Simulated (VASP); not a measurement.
# Au (P-3m1) in VASP: single point with r2SCAN

Aim: the single point of Au with r2SCAN.

Everything below comes from runs of VASP 6.6.1. Logs are shortened: lines on timing, memory, paths and dates and some standing lists are left out, and cuts for length are marked.

**1. The cell of the first run**

The structure is trigonal, space group P-3m1 (No. 164). Conventional cell: a = 2.890 Å, b = 2.890 Å, c = 11.729 Å, α = 90.00°, β = 90.00°, γ = 120.00°. Within 3.8 Å of Au (site symmetry 3m) lie 9 Au at 2.89 to 2.95 Å. Au (site symmetry 3m) has 12 Au at 2.89 to 2.95 Å within 3.8 Å.

**2. Single point, r2SCAN (the distance across one plane changed)**

Input file POSCAR:

```
Au
1.0
   -2.8902925737      0.0000000000      0.0000000000
   -1.4451462869     -2.5030667932      0.0000000000
    0.0000000000      0.0000000000     11.7294313877
Au
4
Direct
    0.3333333333      0.3333333333      0.1036860938
    0.3333333333      0.3333333333      0.5184304692
    0.6666666667      0.6666666667      0.7258026568
    0.6666666667      0.6666666667      0.3110582815
```

Input file INCAR.step1:

```
PREC     = Accurate       # precision mode
ENCUT    = 520            # plane-wave cutoff, eV
ISMEAR   = 0              # smearing method
SIGMA    = 0.15           # smearing width, eV
LREAL    = False          # projectors in reciprocal space
LASPH    = True           # aspherical terms in the spheres
NELM     = 60             # most SCF steps
NBANDS   = 30             # bands
GGA      = PE             # functional
ALGO     = Normal         # electronic algorithm
EDIFF    = 1E-4           # SCF threshold, eV
LWAVE    = True           # write WAVECAR
LCHARG   = False          # write CHGCAR
```

Input file INCAR.step2:

```
PREC     = Accurate       # precision mode
ENCUT    = 520            # plane-wave cutoff, eV
EDIFF    = 1E-7           # SCF threshold, eV
ISMEAR   = 0              # smearing method
SIGMA    = 0.15           # smearing width, eV
LREAL    = False          # projectors in reciprocal space
LASPH    = True           # aspherical terms in the spheres
NELM     = 60             # most SCF steps
ALGO     = Normal         # electronic algorithm
ISIF     = 2              # what is computed and relaxed
LWAVE    = False          # write WAVECAR
LCHARG   = False          # write CHGCAR
METAGGA  = R2SCAN         # meta-GGA
LMIXTAU  = True         
NBANDS   = 30             # bands
ISTART   = 1
```

Input file KPOINTS:

```
regular mesh
0
Gamma
  23 23 6
```

Potentials or basis: VASP PAW PBE potentials, release 64 (Au).

On the command line:

```
cat potpaw_PBE.64/Au/POTCAR > POTCAR
cp INCAR.step1 INCAR
mpirun -np 1 vasp_std > vasp.out
cp INCAR.step2 INCAR
mpirun -np 1 vasp_std > vasp.out
```

OUTCAR:

```text
PREC = Accurate
   ENCUT = 520
   EDIFF = 1E-7
   ISMEAR = 0
   LREAL = False
   LASPH = True
   NELM = 60
   ISIF = 2
   METAGGA = R2SCAN
   ISTART = 1

 ion  position               nearest neighbor table
   1  0.333  0.333  0.104-   4 2.95   4 2.95   4 2.95
   2  0.333  0.333  0.518-   3 2.95   3 2.95   3 2.95   4 2.95   4 2.95   4 2.95
   3  0.667  0.667  0.726-   2 2.95   2 2.95   2 2.95
   4  0.667  0.667  0.311-   2 2.95   1 2.95   2 2.95   1 2.95   2 2.95   1 2.95

  LATTYP: Found a hexagonal cell.
 ALAT       =     2.8902925737
 C/A-ratio  =     4.0582159378

  Lattice vectors:

 A1 = (   1.4451462869,   2.5030667932,   0.0000000000)
 A2 = (  -2.8902925737,   0.0000000000,   0.0000000000)
 A3 = (   0.0000000000,   0.0000000000,  11.7294313877)

Analysis of symmetry for initial positions (statically):
=====================================================================
 Subroutine PRICEL returns:
 Original cell was already a primitive cell.

 Routine SETGRP: Setting up the symmetry group for a
 hexagonal supercell.

 Subroutine GETGRP returns: Found 12 space group operations
 (whereof  6 operations were pure point group operations)
 out of a pool of 24 trial point group operations.

The static configuration has the point symmetry C_3v.
 The point group associated with its full space group is D_3d.

Analysis of symmetry for dynamics (positions and initial velocities):
=====================================================================
 Subroutine PRICEL returns:
 Original cell was already a primitive cell.

 Routine SETGRP: Setting up the symmetry group for a
 hexagonal supercell.

 Subroutine GETGRP returns: Found 12 space group operations
 (whereof  6 operations were pure point group operations)
 out of a pool of 24 trial point group operations.

The dynamic configuration has the point symmetry C_3v.
 The point group associated with its full space group is D_3d.

 Subroutine INISYM returns: Found 12 space group operations
 (whereof  6 operations are pure point group operations),
 and found     1 'primitive' translations

----------------------------------------------------------------------------------------

                                     Primitive cell

  volume of cell :      84.8577

  direct lattice vectors                    reciprocal lattice vectors
    -2.890292574  0.000000000  0.000000000    -0.345985735  0.199754957  0.000000000
    -1.445146287 -2.503066793  0.000000000     0.000000000 -0.399509914  0.000000000
     0.000000000  0.000000000 11.729431388     0.000000000  0.000000000  0.085255625

  length of vectors
     2.890292574  2.890292574 11.729431388     0.399509914  0.399509914  0.085255625

  position of ions in fractional coordinates (direct lattice)
     0.333333333  0.333333333  0.103686094
     0.333333333  0.333333333  0.518430469
     0.666666667  0.666666667  0.725802657
     0.666666667  0.666666667  0.311058282

  ion indices of the primitive-cell ions
   primitive index   ion index
                 1           1
                 2           2
                 3           3
                 4           4

----------------------------------------------------------------------------------------

 KPOINTS: regular mesh

Automatic generation of k-mesh.
 Grid dimensions read from file:
 generate k-points for:   23   23    6

 Generating k-lattice:

  Cartesian coordinates                     Fractional coordinates (reciprocal lattice)
    -0.015042858  0.008684998  0.000000000     0.043478261  0.000000000  0.000000000
     0.000000000 -0.017369996  0.000000000     0.000000000  0.043478261  0.000000000
     0.000000000  0.000000000  0.014209271     0.000000000  0.000000000  0.166666667

  Length of vectors
     0.017369996  0.017369996  0.014209271

  Shift w.r.t. Gamma in fractional coordinates (k-lattice)
     0.000000000  0.000000000  0.000000000

 Subroutine IBZKPT returns following result:
 ===========================================

 Found    312 irreducible k-points:

 Following reciprocal coordinates:
            Coordinates               Weight
  0.000000  0.000000  0.000000      1.000000
  0.043478  0.000000  0.000000      6.000000
  0.086957  0.000000  0.000000      6.000000
  0.130435  0.000000  0.000000      6.000000
  0.173913  0.000000  0.000000      6.000000
  0.217391  0.000000  0.000000      6.000000
[... 16 lines left out ...]
 -0.478261  0.043478  0.000000      6.000000
  0.173913  0.086957  0.000000      6.000000
 [... further k-points ...]
   k-points           NKPTS =    312   k-points in BZ     NKDIM =    312   number of bands    NBANDS=     30
   number of dos      NEDOS =    301   number of ions     NIONS =      4
   total plane-waves  NPLWV =  51840
   dimension x,y,z NGX =    24 NGY =   24 NGZ =   90
   dimension x,y,z NGXF=    48 NGYF=   48 NGZF=  180
   ions per type =               4
   NGX,Y,Z   is equivalent  to a cutoff of  13.80, 13.80, 12.76 a.u.
   NGXF,Y,Z  is equivalent  to a cutoff of  27.61, 27.61, 25.51 a.u.
 SYSTEM =  unknown system
   PREC   = accura    normal or accurate (medium, high low for compatibility)
   ISTART =      1    job   : 0-new  1-cont  2-samecut
   ICHARG =      0    charge: 1-file 2-atom 10-const
   ISPIN  =      1    spin polarized calculation?
   LNONCOLLINEAR =      F non collinear calculations
   LSORBIT =      F    spin-orbit coupling
   LASPH  =      T    aspherical Exc in radial PAW
   ENCUT  =  520.0 eV  38.22 Ry    6.18 a.u.   5.37  5.37 21.81*2*pi/ulx,y,z
   NELM   =     60;   NELMIN=  2; NELMDL=  0     # of ELM steps
   EDIFF  = 0.1E-06   stopping-criterion for ELM
   LREAL  =      F    real-space projection
   EDIFFG = 0.1E-05   stopping-criterion for IOM
   NSW    =      0    number of steps for IOM
   IBRION =     -1    ionic relax: 0-MD 1-quasi-New 2-CG
   NFREE  =      0    steps in history (QN), initial steepest desc. (CG)
   ISIF   =      2    stress and relaxation
   ISYM   =      2    0-nonsym 1-usesym 2-fastsym
   POTIM  = 0.5000    time-step for ionic-motion
   TEBEG  =    0.0;   TEEND  =   0.0 temperature during run
   PSTRESS=    0.0 pullay stress
   NELECT =      44.0000    total number of electrons
   NUPDOWN=      -1.0000    fix difference up-down
   EMIN   =  10.00;   EMAX   =-10.00  energy-range for DOS
   EFERMI =   0.00;   METHOD = LEGACY
   ISMEAR =     0;   SIGMA  =   0.15  broadening in eV -4-tet -1-fermi 0-gaus
   EFERMI_NEDOS =   21; number of points for ismear=-14 and -15
   IALGO  =     38    algorithm
   IMIX   =      4    mixing-type and parameters
     AMIX     =   0.40;   BMIX     =  1.00
     AMIX_MAG =   1.60;   BMIX_MAG =  1.00
  volume/ion in A,a.u.               =      21.21       143.16
  Fermi-wavevector in a.u.,A,eV,Ry     =   1.315211  2.485388 23.535073  1.729779
  Thomas-Fermi vector in A             =   2.445409
   LORBIT       =      0    0 simple, 1 ext, 2 COOP (PROOUT), +10 PAW based schemes
   METAGGA = R2SCAN    functional components
   LHFCALC =     F    Hartree Fock is set to
   AEXX    =    0.0000 exact exchange contribution
   IVDW    =     0    specifies the selected vdW correction
   LEPSILON=     F    determine dielectric tensor
   LRPA    =     F    only Hartree local field effects (RPA)
 non-spin polarized calculation
 Gauss-broadening in eV      SIGMA  =   0.15
  energy-cutoff  :      520.00
  volume of cell :       84.86
 maximum number of plane-waves:      2348
 NGX is ok and might be reduce to    24
   NGX = 11   NGY = 11   NGZ = 43

 number of electron      44.0000007 magnetization

 Free energy of the ion-electron system (eV)
  ---------------------------------------------------
  ext. energy  EPLUGINS =         0.00000000
  ---------------------------------------------------
  free energy    TOTEN  =      -201.69981531 eV

  energy without entropy =     -201.69138505  energy(sigma->0) =     -201.69560018

 E-fermi :   6.3185     XC(G=0): -11.8832

 val. band max:        6.3103057617   @ k =   0.3913   0.0435   0.5000
 cond. band min:       6.3495440539   @ k =   0.3913   0.3913   0.1667
 fundamental gap:      0.0392382923
 Fermi energy:         6.3185422901

 k-point     1 :       0.0000    0.0000    0.0000
  band No.  band energies     occupation
      1      -2.9661      2.00000
      2      -1.8599      2.00000
      3      -1.0012      2.00000
      4      -0.9129      2.00000
      5       1.4002      2.00000
      6       1.6407      2.00000
[... 22 lines left out ...]
     29      20.9637      0.00000
     30      22.1225      0.00000

 k-point     2 :       0.0435    0.0000    0.0000
  band No.  band energies     occupation
      1      -2.9054      2.00000
      2      -1.7994      2.00000
      3      -0.9406      2.00000
      4      -0.8595      2.00000
      5       1.3976      2.00000
      6       1.6144      2.00000
[... 22 lines left out ...]
     29      21.0234      0.00000
     30      22.1576      0.00000

 k-point     3 :       0.0870    0.0000    0.0000
  band No.  band energies     occupation
      1      -2.7261      2.00000
      2      -1.6223      2.00000
      3      -0.7638      2.00000
      4      -0.7053      2.00000
      5       1.3759      2.00000
      6       1.5381      2.00000
[... 22 lines left out ...]
     29      21.1864      0.00000
     30      22.1131      0.00000

 k-point     4 :       0.1304    0.0000    0.0000
  band No.  band energies     occupation
      1      -2.4378      2.00000
      2      -1.3439      2.00000
      3      -0.4887      2.00000
      4      -0.4707      2.00000
      5       1.3143      2.00000
      6       1.4114      2.00000
[... 616 lines left out ...]
     29      13.6442      0.00000
     30      16.1764      0.00000

 k-point    23 :      -0.4783    0.0435    0.0000
  band No.  band energies     occupation
      1      -0.5391      2.00000
      2      -0.4869      2.00000
      3      -0.2564      2.00000
      4       0.0523      2.00000
      5       0.4536      2.00000
      6       0.5269      2.00000
[... 22 lines left out ...]
     29      13.6156      0.00000
     30      15.9560      0.00000

 k-point    24 :       0.1739    0.0870    0.0000
  band No.  band energies     occupation
      1      -2.2689      2.00000
      2      -1.1823      2.00000
      3      -0.3340      2.00000
      4      -0.3260      2.00000
      5       1.2461      2.00000
      6       1.3367      2.00000
[... 22 lines left out ...]
     29      21.3832      0.00000
     30      21.4621      0.00000

 [... further k-points ...]

------------------------ aborting loop because EDIFF is reached ----------------------------------------

  FORCE on cell =-STRESS in cart. coord.  units (eV):
  Direction    XX          YY          ZZ          XY          YZ          ZX
  --------------------------------------------------------------------------------------
  -------------------------------------------------------------------------------------
  Total       -2.4736292     -2.4736292     -0.4041290     -0.0000000     -0.0000000      0.0000000
  in kB      -46.7039897    -46.7039897     -7.6302609     -0.0000000     -0.0000000      0.0000000
  external PRESSURE =     -33.6794134 kB  Pullay stress =       0.0000000 kB

 VOLUME and BASIS-vectors are now :
 -----------------------------------------------------------------------------
  energy-cutoff  :      520.00
  volume of cell :       84.86
      direct lattice vectors                 reciprocal lattice vectors
    -2.890292574  0.000000000  0.000000000    -0.345985735  0.199754957  0.000000000
    -1.445146287 -2.503066793  0.000000000     0.000000000 -0.399509914  0.000000000
     0.000000000  0.000000000 11.729431388     0.000000000  0.000000000  0.085255625

 POSITION                                       TOTAL-FORCE (eV/Angst)
 -----------------------------------------------------------------------------------
     -1.44515     -0.83436      1.21618         0.000000      0.000000     -0.179565
     -1.44515     -0.83436      6.08089        -0.000000     -0.000000     -0.165098
     -2.89029     -1.66871      8.51325        -0.000000     -0.000000      0.179565
     -2.89029     -1.66871      3.64854         0.000000      0.000000      0.165098
 -----------------------------------------------------------------------------------
    total drift:                                0.000000      0.000000      0.000018

  FREE ENERGIE OF THE ION-ELECTRON SYSTEM (eV)
  ---------------------------------------------------
  free  energy   TOTEN  =      -201.6998153078 eV

  energy  without entropy=     -201.6913850549  energy(sigma->0) =     -201.69560018
```

Run time: 80 min. Hardware: 1 thread of Oxide Virtual Turin-like, shared host; peak memory 0.63 GiB.

Results:

```yaml
Free_energy: -201.6998 eV
Pressure: -3.4 GPa
Largest_force: 0.180 eV/Å
Band_gap_on_the_k_mesh: zero (bands 22 and 23 overlap by 5.34 eV)
```

Forces on the atoms (eV/Å):
```
Au   0.000  0.000 -0.180
Au   0.000  0.000 -0.165
Au   0.000  0.000  0.180
Au   0.000  0.000  0.165
```

Levels at points of the mesh, in eV from the Fermi level:
```tsv
k point	band 19	band 20	band 21	band 22	band 23	band 24	band 25	band 26	band 27	band 28
(0.00, 0.00, 0.00)	-2.83	-2.39	-2.39	-2.29	-2.29	-0.60	-0.36	6.38	7.69	13.89
(0.00, 0.00, 0.50)	-2.84	-2.39	-2.39	-2.29	-2.29	-1.84	1.12	4.69	10.82	10.85
```

Caveat: the cell differs from its parent crystal (the distance across one plane changed); the cell stands under tension; the PAW data sets were made with another functional, which shifts forces and pressure a little; spin-orbit coupling is left out, which moves the levels of the heavy elements.

The gap in the log of VASP goes by the Fermi energy; the results here count the filled bands.